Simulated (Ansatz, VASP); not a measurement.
# Ru: VASP beside Ansatz

The input INCAR:

```
PREC = Accurate
ENCUT = 520
EDIFF = 1E-7
ISMEAR = 0
SIGMA = 0.15
LREAL = F
LASPH = T
NELM = 60
ALGO = Fast
ISIF = 2
LWAVE = F
LCHARG = T
LELF = T
LVHAR = T
NBANDS = 21
```

KPOINTS

```
regular mesh
0
Gamma
  21 21 10
```

Contents of POSCAR:

```
Ru
1.0
    2.7275399786      0.0000000000      0.0000000000
   -1.3637699893      2.3621189113      0.0000000000
    0.0000000000      0.0000000000      4.2267610266
Ru
2
Direct
    0.3031062353      0.6062124705      0.2500000000
    0.6968937647      0.3937875295      0.7500000000
```

Input for Ansatz:

```yaml
crystal:
  lattice:
    - [2.7275399786, 0.0, 0.0]
    - [-1.3637699893, 2.3621189113, 0.0]
    - [0.0, 0.0, 4.2267610266]
  atoms:
    - { symbol: Ru, position: [0.3031062353, 0.6062124705, 0.25] }
    - { symbol: Ru, position: [0.6968937647, 0.3937875295, 0.75] }
basis:
  ecutwfc: 420
kpoints:
  mp_grid: { grid: [21, 21, 10] }
hamiltonian:
  xc: lda
  pseudopotentials: { kind: paw, azcp: { folder: soft_1 } }
scf:
  occupations: { method: gaussian, width: 0.15 }
output:
  forces: true
  stress: true
  eigenvalues: true
```

Change from the starting cell: mode 5 frozen in at -0.140 Å, equal normal strain along x and y +0.0200.

Alike in both runs: task single point; functional LDA; k mesh 21 × 21 × 10; occupations gaussian, width 0.15 eV; no spin polarisation.

|  | VASP | Ansatz |
| --- | --- | --- |
| version | VASP 6.6.1 | Ansatz 0.2.0 |
| potentials or method | VASP PAW LDA potentials, release 64 (Ru_pv), cutoff 520 eV | scalar-relativistic, plane waves, PAW |
| valence electrons in the cell | 28 | 32 |

|  | VASP | Ansatz | Ansatz less VASP |
| --- | --- | --- | --- |
| gap on the k mesh at the Fermi level (eV) | none | none | - |
| pressure (GPa) | -8.2 | -9.0 | -0.81 |
| traceless stress, the component that is largest in VASP (GPa) | 10.17 | 10.08 | -0.090 |
| rms of the force components (eV/Å) | 1.235 | 1.237 | +0.0014 |

Ansatz warns that its potentials were made for another functional, while VASP's fit it. LDA's correlation is that of Perdew and Zunger in VASP and of Perdew and Wang (1992) in Ansatz. Atom by atom the forces differ by 0.001 eV/Å (rms over components). A gap of «none» marks a metal or a gap that the smearing closes. VASP's potentials hold 28 valence electrons a cell and Ansatz's 32, so a difference there can come from the potentials and not from the codes.
